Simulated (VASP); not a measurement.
# Nb: single point with PBE

Nb, a slab with vacuum:

```xyz
16
Lattice="5.7350 0.0000 0.0000 -1.9117 5.4070 0.0000 0.0000 0.0000 24.0239" Properties=species:S:1:pos:R:3 pbc="T T T"
Nb    0.9558    1.3518    8.5000
Nb    0.0000    4.0553    8.5000
Nb    3.8233    1.3518    8.5000
Nb    2.8675    4.0553    8.5000
Nb    1.9117    2.7035   10.8413
Nb    2.8675    0.0000   10.8413
Nb   -0.9558    2.7035   10.8413
Nb    0.0000    0.0000   10.8413
Nb    2.8675    4.0553   13.1878
Nb    3.8233    1.3518   13.1878
Nb    0.0000    4.0553   13.1878
Nb    0.9558    1.3518   13.1878
Nb    0.0000    0.0000   15.4267
Nb   -0.9558    2.7035   15.4267
Nb    2.8675    0.0000   15.4267
Nb    1.9117    2.7035   15.4267
```

```yaml
Program: VASP 6.6.1
Task: single point
Functional: PBE
Potentials_or_basis: VASP PAW PBE potentials, release 64 (Nb_sv)
Cutoff: 520 eV
k_mesh: 6 × 6 × 1
Occupations: gaussian, width 0.1 eV
Spin: no spin polarisation
```

| Item | Value |
| --- | --- |
| Largest force | 0.450 eV/Å |
| Band gap on the k mesh | zero (bands 104 and 105 overlap by 0.66 eV) |

Forces in eV/Å, atoms in the order of the input:
```
Nb   0.000  0.000  0.450
Nb   0.000  0.000  0.450
Nb   0.000  0.000  0.450
Nb   0.000  0.000  0.450
Nb   0.000  0.000 -0.437
Nb   0.000  0.000 -0.437
Nb   0.000  0.000 -0.437
Nb   0.000  0.000 -0.437
Nb   0.000  0.000  0.003
Nb   0.000  0.000  0.003
Nb   0.000  0.000  0.003
Nb   0.000  0.000  0.003
Nb   0.000  0.000 -0.016
Nb   0.000  0.000 -0.016
Nb   0.000  0.000 -0.016
Nb   0.000  0.000 -0.016
```

Levels at points of the mesh, in eV from the Fermi level:
| k point | band 101 | band 102 | band 103 | band 104 | band 105 | band 106 |
| --- | --- | --- | --- | --- | --- | --- |
| (0.00, 0.00, 0.00) | 0.18 | 0.18 | 0.18 | 0.22 | 0.60 | 0.65 |
| (0.50, 0.00, 0.00) | -0.39 | -0.39 | -0.30 | -0.30 | -0.23 | -0.23 |
| (0.50, 0.50, 0.00) | 0.06 | 0.06 | 0.08 | 0.08 | 0.13 | 0.13 |

Wall time 2.3 h on 1 thread of Oxide Virtual Turin-like Processor (shared host), peak memory 1.2 GiB.
